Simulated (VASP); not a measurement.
# Au (Fm-3m) in VASP: single point with PBE

Aim: the single point of Au with PBE.

Everything below comes from runs of VASP 6.6.1. Logs are shortened: lines on timing, memory, paths and dates and some standing lists are left out, and cuts for length are marked.

## Step 1: The cell of the first run

The structure is cubic, space group Fm-3m (No. 225). Conventional cell: a = 4.070 Å, b = 4.070 Å, c = 4.070 Å, α = 90.00°, β = 90.00°, γ = 90.00°. Au (site symmetry m-3m) has 12 Au at 2.88 Å within 3.8 Å.

## Step 2: Single point, PBE

INCAR reads:

```
SYSTEM = Au
PREC     = Accurate       ! precision mode
ENCUT    = 520            ! plane-wave cutoff, eV
EDIFF    = 1E-7           ! SCF threshold, eV
ISMEAR   = -1             ! smearing method
SIGMA    = 0.05           ! smearing width, eV
LREAL    = Auto         
LASPH    = .True.         ! aspherical terms in the spheres
NELM     = 100            ! most SCF steps
ALGO     = Fast           ! electronic algorithm
ISIF     = 2              ! what is computed and relaxed
LWAVE    = .False.        ! write WAVECAR
LCHARG   = .False.        ! write CHGCAR
GGA      = PE             ! functional
NBANDS   = 168            ! bands
```

KPOINTS reads:

```
regular mesh
0
Gamma
  4 4 4
  0 0 0
```

POSCAR reads:

```
Au
1.0
    0.0000000000      6.1050000000      6.1050000000
    6.1050000000      0.0000000000      6.1050000000
    6.1050000000      6.1050000000      0.0000000000
Au
27
Direct
    0.0000000000      0.0000000000      0.0000000000
    0.0000000000      0.0000000000      0.3333333333
    0.0000000000      0.0000000000      0.6666666667
    0.0000000000      0.3333333333      0.0000000000
    0.0000000000      0.3333333333      0.3333333333
    0.0000000000      0.3333333333      0.6666666667
    0.0000000000      0.6666666667      0.0000000000
    0.0000000000      0.6666666667      0.3333333333
    0.0000000000      0.6666666667      0.6666666667
    0.3333333333      0.0000000000      0.0000000000
    0.3333333333      0.0000000000      0.3333333333
    0.3333333333      0.0000000000      0.6666666667
    0.3333333333      0.3333333333      0.0000000000
    0.3333333333      0.3333333333      0.3333333333
    0.3333333333      0.3333333333      0.6666666667
    0.3333333333      0.6666666667      0.0000000000
    0.3333333333      0.6666666667      0.3333333333
    0.3333333333      0.6666666667      0.6666666667
    0.6666666667      0.0000000000      0.0000000000
    0.6666666667      0.0000000000      0.3333333333
    0.6666666667      0.0000000000      0.6666666667
    0.6666666667      0.3333333333      0.0000000000
    0.6666666667      0.3333333333      0.3333333333
    0.6666666667      0.3333333333      0.6666666667
    0.6666666667      0.6666666667      0.0000000000
    0.6666666667      0.6666666667      0.3333333333
    0.6666666667      0.6666666667      0.6666666667
```

Potentials or basis: VASP PAW PBE potentials, release 64 (Au).

Launch:

```
> cat potpaw_PBE.64/Au/POTCAR > POTCAR
> mpirun -np 1 vasp_std > vasp.out
```

OUTCAR:

```text
SYSTEM = Au
   PREC = Accurate
   ENCUT = 520
   EDIFF = 1E-7
   ISMEAR = -1
   LREAL = Auto
   LASPH = .True.
   NELM = 100
   ISIF = 2
   GGA = PE

 ion  position               nearest neighbor table
   1  0.000  0.000  0.000-   2 2.88   3 2.88   4 2.88   6 2.88   7 2.88   8 2.88  10 2.88  12 2.88
                            16 2.88  19 2.88  20 2.88  22 2.88
   2  0.000  0.000  0.333-   1 2.88   4 2.88   5 2.88   8 2.88  10 2.88  11 2.88  17 2.88  20 2.88
                            23 2.88  21 2.88   9 2.88   3 2.88
   3  0.000  0.000  0.667-   1 2.88   6 2.88   7 2.88   9 2.88  12 2.88  18 2.88  19 2.88  21 2.88
                            24 2.88  11 2.88   5 2.88   2 2.88
   4  0.000  0.333  0.000-   1 2.88   2 2.88   5 2.88   6 2.88  10 2.88  13 2.88  15 2.88  22 2.88
                            23 2.88   9 2.88  25 2.88   7 2.88
   5  0.000  0.333  0.333-   2 2.88   4 2.88  11 2.88  13 2.88  14 2.88  23 2.88   3 2.88   7 2.88
                            24 2.88  26 2.88   6 2.88   8 2.88
   6  0.000  0.333  0.667-   1 2.88   3 2.88   4 2.88  12 2.88  15 2.88  22 2.88  24 2.88  14 2.88
                            27 2.88   5 2.88   8 2.88   9 2.88
   7  0.000  0.667  0.000-   1 2.88   3 2.88   8 2.88   9 2.88  16 2.88  18 2.88  19 2.88  25 2.88
                            26 2.88  13 2.88   5 2.88   4 2.88
   8  0.000  0.667  0.333-   1 2.88   2 2.88   7 2.88  16 2.88  17 2.88  20 2.88  26 2.88  14 2.88
                            27 2.88   6 2.88   5 2.88   9 2.88
   9  0.000  0.667  0.667-   3 2.88   7 2.88  18 2.88  21 2.88  25 2.88  27 2.88   4 2.88   2 2.88
                            15 2.88  17 2.88   6 2.88   8 2.88
  10  0.333  0.000  0.000-   1 2.88   2 2.88   4 2.88  11 2.88  12 2.88  13 2.88  15 2.88  16 2.88
                            17 2.88  21 2.88  25 2.88  19 2.88
  11  0.333  0.000  0.333-   2 2.88   5 2.88  10 2.88  13 2.88  14 2.88  17 2.88   3 2.88  18 2.88
                            19 2.88  26 2.88  20 2.88  12 2.88
[... 36 lines left out ...]
  Lattice vectors:

 A1 = (   0.0000000000,   6.1050000000,   6.1050000000)
 A2 = (   6.1050000000,   0.0000000000,   6.1050000000)
 A3 = (   6.1050000000,   6.1050000000,   0.0000000000)

Analysis of symmetry for initial positions (statically):
=====================================================================
 Subroutine PRICEL returns following result:

  LATTYP: Found a face centered cubic cell.
 ALAT       =     4.0699999996

  Lattice vectors:

 A1 = (   0.0000000000,   2.0349999998,   2.0349999998)
 A2 = (   2.0349999998,   0.0000000000,   2.0349999998)
 A3 = (   2.0349999998,   2.0349999998,   0.0000000000)

  27 primitive cells build up your supercell.

 Routine SETGRP: Setting up the symmetry group for a
 face centered cubic supercell.

 Subroutine GETGRP returns: Found 48 space group operations
 (whereof 48 operations were pure point group operations)
 out of a pool of 48 trial point group operations.

The static configuration has the point symmetry O_h .

Analysis of symmetry for dynamics (positions and initial velocities):
=====================================================================
 Subroutine PRICEL returns following result:

  LATTYP: Found a face centered cubic cell.
 ALAT       =     4.0699999996

  Lattice vectors:

 A1 = (   0.0000000000,   2.0349999998,   2.0349999998)
 A2 = (   2.0349999998,   0.0000000000,   2.0349999998)
 A3 = (   2.0349999998,   2.0349999998,   0.0000000000)

  27 primitive cells build up your supercell.

 Routine SETGRP: Setting up the symmetry group for a
 face centered cubic supercell.

 Subroutine GETGRP returns: Found 48 space group operations
 (whereof 48 operations were pure point group operations)
 out of a pool of 48 trial point group operations.

The dynamic configuration has the point symmetry O_h .

 Subroutine INISYM returns: Found 48 space group operations
 (whereof 48 operations are pure point group operations),
 and found    27 'primitive' translations

----------------------------------------------------------------------------------------

                                     Primitive cell

  volume of cell :      16.8548

  direct lattice vectors                    reciprocal lattice vectors
     0.000000000  2.035000000  2.035000000    -0.245700246  0.245700246  0.245700246
     2.035000000  0.000000000  2.035000000     0.245700246 -0.245700246  0.245700246
     2.035000000  2.035000000  0.000000000     0.245700246  0.245700246 -0.245700246

  length of vectors
     2.877924599  2.877924599  2.877924599     0.425565309  0.425565309  0.425565309

  position of ions in fractional coordinates (direct lattice)
     0.000000000  0.000000000  0.000000000

  ion indices of the primitive-cell ions
   primitive index   ion index
                 1           1

----------------------------------------------------------------------------------------

 KPOINTS: regular mesh

Automatic generation of k-mesh.
 Grid dimensions read from file:
 generate k-points for:    4    4    4

 Generating k-lattice:

  Cartesian coordinates                     Fractional coordinates (reciprocal lattice)
    -0.020475020  0.020475020  0.020475020     0.250000000  0.000000000  0.000000000
     0.020475020 -0.020475020  0.020475020     0.000000000  0.250000000  0.000000000
     0.020475020  0.020475020 -0.020475020     0.000000000  0.000000000  0.250000000

  Length of vectors
     0.035463776  0.035463776  0.035463776

  Shift w.r.t. Gamma in fractional coordinates (k-lattice)
     0.000000000  0.000000000  0.000000000

 Subroutine IBZKPT returns following result:
 ===========================================

 Found      8 irreducible k-points:

 Following reciprocal coordinates:
            Coordinates               Weight
  0.000000  0.000000  0.000000      1.000000
  0.250000  0.000000  0.000000      8.000000
  0.500000  0.000000  0.000000      4.000000
  0.250000  0.250000  0.000000      6.000000
  0.500000  0.250000  0.000000     24.000000
 -0.250000  0.250000  0.000000     12.000000
  0.500000  0.500000  0.000000      3.000000
 -0.250000  0.500000  0.250000      6.000000
   k-points           NKPTS =      8   k-points in BZ     NKDIM =      8   number of bands    NBANDS=    168
   number of dos      NEDOS =    301   number of ions     NIONS =     27
   total plane-waves  NPLWV = 262144
   dimension x,y,z NGX =    64 NGY =   64 NGZ =   64
   dimension x,y,z NGXF=   128 NGYF=  128 NGZF=  128
   ions per type =              27
   NGX,Y,Z   is equivalent  to a cutoff of  12.32, 12.32, 12.32 a.u.
   NGXF,Y,Z  is equivalent  to a cutoff of  24.65, 24.65, 24.65 a.u.
 SYSTEM =  Au
   PREC   = accura    normal or accurate (medium, high low for compatibility)
   ISTART =      0    job   : 0-new  1-cont  2-samecut
   ICHARG =      2    charge: 1-file 2-atom 10-const
   ISPIN  =      1    spin polarized calculation?
   LNONCOLLINEAR =      F non collinear calculations
   LSORBIT =      F    spin-orbit coupling
   LASPH  =      T    aspherical Exc in radial PAW
   ENCUT  =  520.0 eV  38.22 Ry    6.18 a.u.  16.05 16.05 16.05*2*pi/ulx,y,z
   NELM   =    100;   NELMIN=  2; NELMDL= -5     # of ELM steps
   EDIFF  = 0.1E-06   stopping-criterion for ELM
   LREAL  =      T    real-space projection
   EDIFFG = 0.1E-05   stopping-criterion for IOM
   NSW    =      0    number of steps for IOM
   IBRION =     -1    ionic relax: 0-MD 1-quasi-New 2-CG
   NFREE  =      0    steps in history (QN), initial steepest desc. (CG)
   ISIF   =      2    stress and relaxation
   ISYM   =      2    0-nonsym 1-usesym 2-fastsym
   POTIM  = 0.5000    time-step for ionic-motion
   TEBEG  =    0.0;   TEEND  =   0.0 temperature during run
   PSTRESS=    0.0 pullay stress
   NELECT =     297.0000    total number of electrons
   NUPDOWN=      -1.0000    fix difference up-down
   EMIN   =  10.00;   EMAX   =-10.00  energy-range for DOS
   EFERMI =   0.00;   METHOD = LEGACY
   ISMEAR =    -1;   SIGMA  =   0.05  broadening in eV -4-tet -1-fermi 0-gaus
   EFERMI_NEDOS =   21; number of points for ismear=-14 and -15
   IALGO  =     68    algorithm
   IMIX   =      4    mixing-type and parameters
     AMIX     =   0.40;   BMIX     =  1.00
     AMIX_MAG =   1.60;   BMIX_MAG =  1.00
  volume/ion in A,a.u.               =      16.85       113.74
  Fermi-wavevector in a.u.,A,eV,Ry     =   1.420032  2.683470 27.436005  2.016489
  Thomas-Fermi vector in A             =   2.540990
   LORBIT       =      0    0 simple, 1 ext, 2 COOP (PROOUT), +10 PAW based schemes
   GGA     = PE    functional components
   LHFCALC =     F    Hartree Fock is set to
   AEXX    =    0.0000 exact exchange contribution
   IVDW    =     0    specifies the selected vdW correction
   LEPSILON=     F    determine dielectric tensor
   LRPA    =     F    only Hartree local field effects (RPA)
 non-spin polarized calculation
 RMM-DIIS sequential band-by-band and
  energy-cutoff  :      520.00
  volume of cell :      455.08
 maximum number of plane-waves:     12316
   NGX = 33   NGY = 33   NGZ = 33

 number of electron     297.0000006 magnetization

 Free energy of the ion-electron system (eV)
  ---------------------------------------------------
  ext. energy  EPLUGINS =         0.00000000
  ---------------------------------------------------
  free energy    TOTEN  =       -85.85182383 eV

  energy without entropy =      -85.76522974  energy(sigma->0) =      -85.80852678

 E-fermi :   9.5960     XC(G=0): -12.7844

 val. band max:        9.5701545790   @ k =   0.5000   0.5000   0.0000
 cond. band min:       9.7472211917   @ k =  -0.2500   0.5000   0.2500
 fundamental gap:      0.1770666126
 Fermi energy:         9.5959595774

 k-point     1 :       0.0000    0.0000    0.0000
  band No.  band energies     occupation
      1      -0.3148      2.00000
      2       2.0943      2.00000
      3       2.0943      2.00000
      4       2.0943      2.00000
      5       2.0943      2.00000
      6       2.0943      2.00000
[... 1293 lines left out ...]
    159      11.6315      0.00000
    160      11.8263      0.00000
 [bands above 160 left out]

------------------------ aborting loop because EDIFF is reached ----------------------------------------

  FORCE on cell =-STRESS in cart. coord.  units (eV):
  Direction    XX          YY          ZZ          XY          YZ          ZX
  --------------------------------------------------------------------------------------
  -------------------------------------------------------------------------------------
  Total       29.7186401     29.7186401     29.7186401      0.0000000      0.0000000      0.0000000
  in kB      104.6291060    104.6291060    104.6291060      0.0000000      0.0000000      0.0000000
  external PRESSURE =     104.6291060 kB  Pullay stress =       0.0000000 kB

 VOLUME and BASIS-vectors are now :
 -----------------------------------------------------------------------------
  energy-cutoff  :      520.00
  volume of cell :      455.08
      direct lattice vectors                 reciprocal lattice vectors
     0.000000000  6.105000000  6.105000000    -0.081900082  0.081900082  0.081900082
     6.105000000  0.000000000  6.105000000     0.081900082 -0.081900082  0.081900082
     6.105000000  6.105000000  0.000000000     0.081900082  0.081900082 -0.081900082

 POSITION                                       TOTAL-FORCE (eV/Angst)
 -----------------------------------------------------------------------------------
      0.00000      0.00000      0.00000         0.000000      0.000000     -0.000000
      2.03500      2.03500      0.00000        -0.000000     -0.000000     -0.000000
      4.07000      4.07000      0.00000         0.000000      0.000000      0.000000
      2.03500      0.00000      2.03500        -0.000000      0.000000     -0.000000
      4.07000      2.03500      2.03500        -0.000000     -0.000000      0.000000
      6.10500      4.07000      2.03500        -0.000000      0.000000     -0.000000
[... 19 lines left out ...]
      6.10500      6.10500      8.14000         0.000000      0.000000      0.000000
      8.14000      8.14000      8.14000         0.000000      0.000000     -0.000000
 -----------------------------------------------------------------------------------
    total drift:                                0.000000      0.000000     -0.000000

  FREE ENERGIE OF THE ION-ELECTRON SYSTEM (eV)
  ---------------------------------------------------
  free  energy   TOTEN  =       -85.8518238269 eV

  energy  without entropy=      -85.7652297423  energy(sigma->0) =      -85.80852678
```

Run time: 16 min. Hardware: 1 thread of AMD EPYC 9R45 (Zen 5), shared host; peak memory 0.78 GiB.

What came out:

```
Free energy            : -85.8518 eV
Pressure               : 10.5 GPa
Band gap on the k mesh : zero (an odd number of electrons rules out a gap without spin polarisation)
```

Levels at points of the mesh, in eV from the Fermi level:
| k point | band 147 | band 148 | band 149 | band 150 | band 151 | band 152 |
| --- | --- | --- | --- | --- | --- | --- |
| (0.00, 0.00, 0.00) | -2.28 | -2.28 | -2.28 | -2.28 | 2.52 | 2.52 |
| (0.50, 0.00, 0.00) | -0.25 | -0.25 | -0.25 | -0.25 | 1.22 | 1.22 |
| (0.50, 0.50, 0.00) | -0.03 | -0.03 | -0.03 | 0.73 | 0.73 | 0.73 |

Caveat: the cell stands under pressure; spin-orbit coupling is left out, which moves the levels of the heavy elements.
